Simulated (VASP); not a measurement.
# Ca3Lu (Pm-3m) in VASP: notebook

Runs on Ca3Lu. Level: LDA. Tasks: single point, relaxation of cell and atoms.

Everything below comes from runs of VASP 6.6.1. Logs are shortened: lines on timing, memory, paths and dates and some standing lists are left out, and cuts for length are marked.

### Step 1. The cell of the first run

Symmetry: Pm-3m, No. 221, cubic system. The conventional cell has a = 5.162 Å, b = 5.162 Å, c = 5.162 Å, α = 90.00°, β = 90.00°, γ = 90.00°. Within 4.8 Å of Ca (site symmetry 4/mmm) lie 8 Ca at 3.65 Å and 4 Lu at 3.65 Å. Within 4.8 Å of Lu (site symmetry m-3m) lie 12 Ca at 3.65 Å.

### Step 2. Single point, LDA

File INCAR:

```
SYSTEM = Ca3Lu
PREC     = Accurate       ! precision mode
ENCUT    = 520            ! plane-wave cutoff, eV
EDIFF    = 1E-7           ! SCF threshold, eV
ISMEAR   = -1             ! smearing method
SIGMA    = 0.1            ! smearing width, eV
LREAL    = .FALSE.        ! projectors in reciprocal space
LASPH    = .TRUE.         ! aspherical terms in the spheres
NELM     = 80             ! most SCF steps
ALGO     = Normal         ! electronic algorithm
ISIF     = 2              ! what is computed and relaxed
LWAVE    = .FALSE.        ! write WAVECAR
LCHARG   = .TRUE.         ! write CHGCAR
GGA      = CA             ! functional
LELF     = .TRUE.         ! ELF
LVHAR    = .TRUE.       
NBANDS   = 36             ! bands
```

File KPOINTS:

```
regular mesh
0
G
  5 5 5
  0 0 0
```

File POSCAR:

```
Ca3Lu
1.0
    5.1620047578      0.0000000000      0.0000000000
    0.0000000000      5.1620047578      0.0000000000
    0.0000000000      0.0000000000      5.1620047578
Ca Lu
3 1
Direct
    0.5000000000      0.0000000000      0.0000000000
    0.0000000000      0.5000000000      0.0000000000
    0.0000000000      0.0000000000      0.5000000000
    0.5000000000      0.5000000000      0.5000000000
```

Potentials or basis: VASP PAW PBE potentials, release 64 (Ca_sv, Lu).

Started as:

```sh
cat potpaw_PBE.64/Ca_sv/POTCAR potpaw_PBE.64/Lu/POTCAR > POTCAR
mpirun -np 1 vasp_std > vasp.out
```

OUTCAR:

```text
SYSTEM = Ca3Lu
   PREC = Accurate
   ENCUT = 520
   EDIFF = 1E-7
   ISMEAR = -1
   LREAL = .FALSE.
   LASPH = .TRUE.
   NELM = 80
   ISIF = 2
   GGA = CA

 ion  position               nearest neighbor table
   1  0.500  0.000  0.000-
   2  0.000  0.500  0.000-
   3  0.000  0.000  0.500-
   4  0.500  0.500  0.500-

  LATTYP: Found a simple cubic cell.
 ALAT       =     5.1620047578

  Lattice vectors:

 A1 = (   5.1620047578,   0.0000000000,   0.0000000000)
 A2 = (   0.0000000000,   5.1620047578,   0.0000000000)
 A3 = (   0.0000000000,   0.0000000000,   5.1620047578)

Analysis of symmetry for initial positions (statically):
=====================================================================
 Subroutine PRICEL returns:
 Original cell was already a primitive cell.

 Routine SETGRP: Setting up the symmetry group for a
 simple cubic supercell.

 Subroutine GETGRP returns: Found 48 space group operations
 (whereof 48 operations were pure point group operations)
 out of a pool of 48 trial point group operations.

The static configuration has the point symmetry O_h .

Analysis of symmetry for dynamics (positions and initial velocities):
=====================================================================
 Subroutine PRICEL returns:
 Original cell was already a primitive cell.

 Routine SETGRP: Setting up the symmetry group for a
 simple cubic supercell.

 Subroutine GETGRP returns: Found 48 space group operations
 (whereof 48 operations were pure point group operations)
 out of a pool of 48 trial point group operations.

The dynamic configuration has the point symmetry O_h .

 Subroutine INISYM returns: Found 48 space group operations
 (whereof 48 operations are pure point group operations),
 and found     1 'primitive' translations

----------------------------------------------------------------------------------------

                                     Primitive cell

  volume of cell :     137.5483

  direct lattice vectors                    reciprocal lattice vectors
     5.162004758  0.000000000  0.000000000     0.193723184  0.000000000  0.000000000
     0.000000000  5.162004758  0.000000000     0.000000000  0.193723184  0.000000000
     0.000000000  0.000000000  5.162004758     0.000000000  0.000000000  0.193723184

  length of vectors
     5.162004758  5.162004758  5.162004758     0.193723184  0.193723184  0.193723184

  position of ions in fractional coordinates (direct lattice)
     0.500000000  0.000000000  0.000000000
     0.000000000  0.500000000  0.000000000
     0.000000000  0.000000000  0.500000000
     0.500000000  0.500000000  0.500000000

  ion indices of the primitive-cell ions
   primitive index   ion index
                 1           1
                 2           2
                 3           3
                 4           4

----------------------------------------------------------------------------------------

 KPOINTS: regular mesh

Automatic generation of k-mesh.
 Grid dimensions read from file:
 generate k-points for:    5    5    5

 Generating k-lattice:

  Cartesian coordinates                     Fractional coordinates (reciprocal lattice)
     0.038744637  0.000000000  0.000000000     0.200000000  0.000000000  0.000000000
     0.000000000  0.038744637  0.000000000     0.000000000  0.200000000  0.000000000
     0.000000000  0.000000000  0.038744637     0.000000000  0.000000000  0.200000000

  Length of vectors
     0.038744637  0.038744637  0.038744637

  Shift w.r.t. Gamma in fractional coordinates (k-lattice)
     0.000000000  0.000000000  0.000000000

 Subroutine IBZKPT returns following result:
 ===========================================

 Found     10 irreducible k-points:

 Following reciprocal coordinates:
            Coordinates               Weight
  0.000000  0.000000  0.000000      1.000000
  0.200000  0.000000  0.000000      6.000000
  0.400000  0.000000  0.000000      6.000000
  0.200000  0.200000  0.000000     12.000000
  0.400000  0.200000  0.000000     24.000000
  0.400000  0.400000  0.000000     12.000000
  0.200000  0.200000  0.200000      8.000000
  0.400000  0.200000  0.200000     24.000000
  0.400000  0.400000  0.200000     24.000000
  0.400000  0.400000  0.400000      8.000000
   k-points           NKPTS =     10   k-points in BZ     NKDIM =     10   number of bands    NBANDS=     36
   number of dos      NEDOS =    301   number of ions     NIONS =      4
   total plane-waves  NPLWV =  64000
   dimension x,y,z NGX =    40 NGY =   40 NGZ =   40
   dimension x,y,z NGXF=    80 NGYF=   80 NGZF=   80
   ions per type =               3   1
   NGX,Y,Z   is equivalent  to a cutoff of  12.88, 12.88, 12.88 a.u.
   NGXF,Y,Z  is equivalent  to a cutoff of  25.76, 25.76, 25.76 a.u.
 SYSTEM =  Ca3Lu
   PREC   = accura    normal or accurate (medium, high low for compatibility)
   ISTART =      0    job   : 0-new  1-cont  2-samecut
   ICHARG =      2    charge: 1-file 2-atom 10-const
   ISPIN  =      1    spin polarized calculation?
   LNONCOLLINEAR =      F non collinear calculations
   LSORBIT =      F    spin-orbit coupling
   LASPH  =      T    aspherical Exc in radial PAW
   ENCUT  =  520.0 eV  38.22 Ry    6.18 a.u.   9.60  9.60  9.60*2*pi/ulx,y,z
   NELM   =     80;   NELMIN=  2; NELMDL= -5     # of ELM steps
   EDIFF  = 0.1E-06   stopping-criterion for ELM
   LREAL  =      F    real-space projection
   EDIFFG = 0.1E-05   stopping-criterion for IOM
   NSW    =      0    number of steps for IOM
   IBRION =     -1    ionic relax: 0-MD 1-quasi-New 2-CG
   NFREE  =      0    steps in history (QN), initial steepest desc. (CG)
   ISIF   =      2    stress and relaxation
   ISYM   =      2    0-nonsym 1-usesym 2-fastsym
   POTIM  = 0.5000    time-step for ionic-motion
   TEBEG  =    0.0;   TEEND  =   0.0 temperature during run
   PSTRESS=    0.0 pullay stress
   NELECT =      55.0000    total number of electrons
   NUPDOWN=      -1.0000    fix difference up-down
   EMIN   =  10.00;   EMAX   =-10.00  energy-range for DOS
   EFERMI =   0.00;   METHOD = LEGACY
   ISMEAR =    -1;   SIGMA  =   0.10  broadening in eV -4-tet -1-fermi 0-gaus
   EFERMI_NEDOS =   21; number of points for ismear=-14 and -15
   IALGO  =     38    algorithm
   IMIX   =      4    mixing-type and parameters
     AMIX     =   0.40;   BMIX     =  1.00
     AMIX_MAG =   1.60;   BMIX_MAG =  1.00
  volume/ion in A,a.u.               =      34.39       232.06
  Fermi-wavevector in a.u.,A,eV,Ry     =   1.206083  2.279167 19.791539  1.454637
  Thomas-Fermi vector in A             =   2.341761
   LORBIT       =      0    0 simple, 1 ext, 2 COOP (PROOUT), +10 PAW based schemes
   GGA     = CA    functional components
   LHFCALC =     F    Hartree Fock is set to
   AEXX    =    0.0000 exact exchange contribution
   IVDW    =     0    specifies the selected vdW correction
   LEPSILON=     F    determine dielectric tensor
   LRPA    =     F    only Hartree local field effects (RPA)
 non-spin polarized calculation
  energy-cutoff  :      520.00
  volume of cell :      137.55
 maximum number of plane-waves:      3743
 NGX is ok and might be reduce to    40
   NGX = 19   NGY = 19   NGZ = 19

 number of electron      55.0000021 magnetization

 Free energy of the ion-electron system (eV)
  ---------------------------------------------------
  ext. energy  EPLUGINS =         0.00000000
  ---------------------------------------------------
  free energy    TOTEN  =       -11.37235442 eV

  energy without entropy =      -11.14911128  energy(sigma->0) =      -11.26073285

 E-fermi :   2.3036     XC(G=0):  -9.0392

 val. band max:        2.2277699698   @ k =   0.4000   0.0000   0.0000
 cond. band min:       2.3249171512   @ k =   0.4000   0.4000   0.2000
 fundamental gap:      0.0971471814
 Fermi energy:         2.3036177220

 k-point     1 :       0.0000    0.0000    0.0000
  band No.  band energies     occupation
      1     -54.5005      2.00000
      2     -38.6329      2.00000
      3     -38.5956      2.00000
      4     -38.5956      2.00000
      5     -25.3167      2.00000
      6     -25.3167      2.00000
[... 28 lines left out ...]
     35       4.6814      0.00000
     36       4.6814      0.00000

 k-point     2 :       0.2000    0.0000    0.0000
  band No.  band energies     occupation
      1     -54.5005      2.00000
      2     -38.6298      2.00000
      3     -38.5987      2.00000
      4     -38.5955      2.00000
      5     -25.3170      2.00000
      6     -25.3165      2.00000
[... 28 lines left out ...]
     35       4.8155      0.00000
     36       4.8155      0.00000

 k-point     3 :       0.4000    0.0000    0.0000
  band No.  band energies     occupation
      1     -54.5005      2.00000
      2     -38.6225      2.00000
      3     -38.6059      2.00000
      4     -38.5955      2.00000
      5     -25.3176      2.00000
      6     -25.3161      2.00000
[... 28 lines left out ...]
     35       4.9426      0.00000
     36       5.2047      0.00000

 k-point     4 :       0.2000    0.2000    0.0000
  band No.  band energies     occupation
      1     -54.5005      2.00000
      2     -38.6269      2.00000
      3     -38.5998      2.00000
      4     -38.5972      2.00000
      5     -25.3173      2.00000
      6     -25.3167      2.00000
[... 28 lines left out ...]
     35       4.8156      0.00000
     36       4.9278      0.00000

 k-point     5 :       0.4000    0.2000    0.0000
  band No.  band energies     occupation
      1     -54.5005      2.00000
      2     -38.6201      2.00000
      3     -38.6060      2.00000
      4     -38.5978      2.00000
      5     -25.3178      2.00000
      6     -25.3168      2.00000
[... 109 lines left out ...]
 k-point     8 :       0.4000    0.2000    0.2000
  band No.  band energies     occupation
      1     -54.5005      2.00000
      2     -38.6180      2.00000
      3     -38.6060      2.00000
      4     -38.5998      2.00000
      5     -25.3180      2.00000
      6     -25.3171      2.00000
[... 28 lines left out ...]
     35       4.7111      0.00000
     36       4.9610      0.00000

 k-point     9 :       0.4000    0.4000    0.2000
  band No.  band energies     occupation
      1     -54.5004      2.00000
      2     -38.6129      2.00000
      3     -38.6067      2.00000
      4     -38.6040      2.00000
      5     -25.3184      2.00000
      6     -25.3183      2.00000
[... 28 lines left out ...]
     35       4.4929      0.00000
     36       4.6782      0.00000

 k-point    10 :       0.4000    0.4000    0.4000
  band No.  band energies     occupation
      1     -54.5004      2.00000
      2     -38.6102      2.00000
      3     -38.6066      2.00000
      4     -38.6066      2.00000
      5     -25.3188      2.00000
      6     -25.3188      2.00000
[... 28 lines left out ...]
     35       4.6012      0.00000
     36       4.6418      0.00000

------------------------ aborting loop because EDIFF is reached ----------------------------------------

  FORCE on cell =-STRESS in cart. coord.  units (eV):
  Direction    XX          YY          ZZ          XY          YZ          ZX
  --------------------------------------------------------------------------------------
  -------------------------------------------------------------------------------------
  Total        0.0118970      0.0118970      0.0118970     -0.0000000     -0.0000000      0.0000000
  in kB        0.1385777      0.1385777      0.1385777     -0.0000000     -0.0000000      0.0000000
  external PRESSURE =       0.1385777 kB  Pullay stress =       0.0000000 kB

 VOLUME and BASIS-vectors are now :
 -----------------------------------------------------------------------------
  energy-cutoff  :      520.00
  volume of cell :      137.55
      direct lattice vectors                 reciprocal lattice vectors
     5.162004758  0.000000000  0.000000000     0.193723184  0.000000000  0.000000000
     0.000000000  5.162004758  0.000000000     0.000000000  0.193723184  0.000000000
     0.000000000  0.000000000  5.162004758     0.000000000  0.000000000  0.193723184

 POSITION                                       TOTAL-FORCE (eV/Angst)
 -----------------------------------------------------------------------------------
      2.58100      0.00000      0.00000         0.000000      0.000000      0.000000
      0.00000      2.58100      0.00000         0.000000      0.000000      0.000000
      0.00000      0.00000      2.58100         0.000000      0.000000      0.000000
      2.58100      2.58100      2.58100         0.000000      0.000000      0.000000
 -----------------------------------------------------------------------------------
    total drift:                               -0.000000      0.000000     -0.000000

  FREE ENERGIE OF THE ION-ELECTRON SYSTEM (eV)
  ---------------------------------------------------
  free  energy   TOTEN  =       -11.3723544175 eV

  energy  without entropy=      -11.1491112771  energy(sigma->0) =      -11.26073285
```

It took 1.9 min on 1 thread of AMD EPYC 7R13, shared host; peak memory 0.19 GiB.

Results:

```
Free energy : -11.3724 eV
Pressure    : 0.0 GPa
```

Levels at points of the mesh, in eV from the Fermi level:
```tsv
k point	band 23	band 24	band 25	band 26	band 27	band 28	band 29	band 30	band 31	band 32
(0.00, 0.00, 0.00)	-5.81	-4.76	-1.05	-1.05	-0.91	0.03	0.03	0.03	1.44	1.44
```

Caveat: the PAW data sets were made with another functional, which shifts forces and pressure a little; spin-orbit coupling is left out, which moves the levels of the heavy elements.

### Step 3. Relaxation of cell and atoms, LDA

This run uses another cell than the first one, of 38.54 Å³/atom, 1.121 times its volume.

File INCAR:

```
SYSTEM = Ca3Lu
PREC = Accurate
ENCUT = 600
EDIFF = 1E-6
ISMEAR = -1
SIGMA = 0.1
LREAL = .False.
LASPH = .True.
NELM = 80
ALGO = Normal
ISIF = 3
LWAVE = .False.
LCHARG = .False.
GGA = CA
IBRION = 2
NSW = 80
EDIFFG = -0.05
```

File KPOINTS:

```
Automatic mesh
0
Gamma
  5 5 5
  0 0 0
```

File POSCAR:

```
Ca3Lu
1.0
    5.3617750000      0.0000000000      0.0000000000
    0.0000000000      5.3617750000      0.0000000000
    0.0000000000      0.0000000000      5.3617750000
Ca Lu
3 1
Direct
    0.5000000000      0.0000000000      0.0000000000
    0.0000000000      0.5000000000      0.0000000000
    0.0000000000      0.0000000000      0.5000000000
    0.5000000000      0.5000000000      0.5000000000
```

Potentials or basis: VASP PAW PBE potentials, release 64 (Ca_sv, Lu).

Started as:

```sh
cat potpaw_PBE.64/Ca_sv/POTCAR potpaw_PBE.64/Lu/POTCAR > POTCAR
mpirun -np 1 vasp_std > vasp.out
```

Run time: 12 min. Hardware: 1 thread of AMD EPYC 7R13, shared host; peak memory 0.28 GiB.

The run converged. Its results:

| Property | Result |
| --- | --- |
| Free energy | -11.3737 eV |
| Relaxed volume | 34.36 Å³/atom |
| Relaxed cell | a = 5.161 Å, b = 5.161 Å, c = 5.161 Å, α = 90.00°, β = 90.00°, γ = 90.00° |
| Space group after relaxing (to 0.05 Å) | Pm-3m (No. 221) |
| Energy gained by relaxing | 31.5 meV/atom |
| Ionic steps | 4 |
| Pressure after relaxing | 0.1 GPa |

The path:
```
step  energy change (eV)  largest force (eV/Å)  pressure (GPa)  volume (Å³)
   1              0.0000                0.0000           -2.29       154.14
   2             -0.1157                0.0000           -0.82       142.19
   3             -0.1244                0.0000            0.26       136.06
   4             -0.1259                0.0000            0.05       137.46
```

Final structure:
```
Ca Lu
1.0
     5.16089    0.00000    0.00000
     0.00000    5.16089    0.00000
     0.00000    0.00000    5.16089
Ca Lu
3 1
Cartesian
  2.5804 0.0000 0.0000
  0.0000 2.5804 0.0000
  0.0000 0.0000 2.5804
  2.5804 2.5804 2.5804
```

Levels at points of the mesh, in eV from the Fermi level:
| k point | band 23 | band 24 | band 25 | band 26 | band 27 | band 28 | band 29 | band 30 | band 31 | band 32 |
| --- | --- | --- | --- | --- | --- | --- | --- | --- | --- | --- |
| (0.00, 0.00, 0.00) | -5.80 | -4.76 | -1.05 | -1.05 | -0.91 | 0.03 | 0.03 | 0.03 | 1.44 | 1.44 |

Caveat: the PAW data sets were made with another functional, which shifts forces and pressure a little; spin-orbit coupling is left out, which moves the levels of the heavy elements.
